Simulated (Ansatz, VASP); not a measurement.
## One calculation of SnTe, two programs

File INCAR:

```
SYSTEM = SnTe
PREC = Accurate
ENCUT = 500
EDIFF = 1E-6
ISMEAR = 0
SIGMA = 0.03
LREAL = .False.
LASPH = .True.
NELM = 120
ALGO = Normal
ISIF = 2
LWAVE = .False.
LCHARG = .False.
GGA = PE
NBANDS = 17
GGA_COMPAT = .False.
```

KPOINTS

```
regular mesh
0
Gamma
  10 10 10
  0 0 0
```

File POSCAR:

```
SnTe
1.0
    0.0000000000      3.3322134915      2.8323814678
    3.3322134915      0.0000000000      2.8323814678
    3.3322134915      3.3322134915      0.0000000000
Sn Te
1 1
Direct
    0.0000000000      0.0000000000      0.0000000000
    0.5000000000      0.5000000000      0.5000000000
```

Input for Ansatz:

```yaml
crystal:
  lattice:
    - [0.0, 3.3322134915, 2.8323814678]
    - [3.3322134915, 0.0, 2.8323814678]
    - [3.3322134915, 3.3322134915, 0.0]
  atoms:
    - { symbol: Sn, position: [0.0, 0.0, 0.0] }
    - { symbol: Te, position: [0.5, 0.5, 0.5] }
basis:
  ecutwfc: 420
kpoints:
  mp_grid: { grid: [10, 10, 10] }
hamiltonian:
  xc: pbe
scf:
  occupations: { method: gaussian, width: 0.03 }
output:
  forces: true
  stress: true
  eigenvalues: true
```

Alike in both runs: task single point; functional PBE; k mesh 10 × 10 × 10; occupations gaussian, width 0.03 eV; no spin polarisation.

|  | VASP | Ansatz |
| --- | --- | --- |
| version | VASP 6.6.1 | Ansatz 0.2.0 |
| potentials or method | VASP PAW PBE potentials, release 64 (Sn_d, Te), cutoff 500 eV | scalar-relativistic, plane waves, PAW |
| valence electrons in the cell | 20 | 30 |

Ansatz gave:

```
gap on the k mesh at the Fermi level (eV)                     : none
pressure (GPa)                                                : 4.7
traceless stress, the component that is largest in VASP (GPa) : 14.77
```

Q: Which values does VASP return?

A: gap on the k mesh at the Fermi level (eV): none; pressure (GPa): 4.6; traceless stress, the component that is largest in VASP (GPa): 14.68.

A gap of «none» marks a metal or a gap that the smearing closes. VASP's potentials hold 20 valence electrons a cell and Ansatz's 30, so a difference there can come from the potentials and not from the codes.

Spin-orbit coupling is off throughout.
